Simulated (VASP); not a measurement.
**Cd: single point with LDA**

Cd:

```
Cd
1.0
     2.88186    0.00000    0.00000
    -1.44093    2.49577    0.00000
     0.00000    0.00000    5.63837
Cd
2
Direct
  0.33333 0.66667 0.25000
  0.66667 0.33333 0.75000
```

```
Program                : VASP 6.6.1
Task                   : single point
Functional             : LDA
Potentials or basis    : VASP PAW LDA potentials, release 64 (Cd_sv_GW)
Cutoff                 : 630 eV
k mesh                 : 13 × 13 × 6
Occupations            : fermi-dirac, width 0.2 eV
Spin                   : no spin polarisation
Dipole correction      : no
Further INCAR settings : ALGO = Normal; EDIFF = 1e-06; NBANDS = 27
```

```json
{"Pressure": "0.1 GPa", "Band gap on the k mesh": "zero (bands 20 and 21 overlap by 4.68 eV)"}
```

Stress tensor (GPa, compression positive):
```
 0.97  0.00  0.00
 0.00  0.97  0.00
 0.00  0.00 -1.54
```

Levels at points of the mesh, in eV from the Fermi level:
```
           k point  band 16  band 17  band 18  band 19  band 20  band 21  band 22  band 23  band 24  band 25
(0.00, 0.00, 0.00)    -8.65    -8.65    -8.41    -8.41    -3.39    -3.35     9.74    14.29    14.74    15.42
(0.00, 0.00, 0.50)    -8.52    -8.52    -8.52    -7.71    -7.71     3.33     3.33    14.56    14.56    16.74
```

Wall time 3.6 min on 1 thread of AMD EPYC 7571 (shared host), peak memory 0.21 GiB.
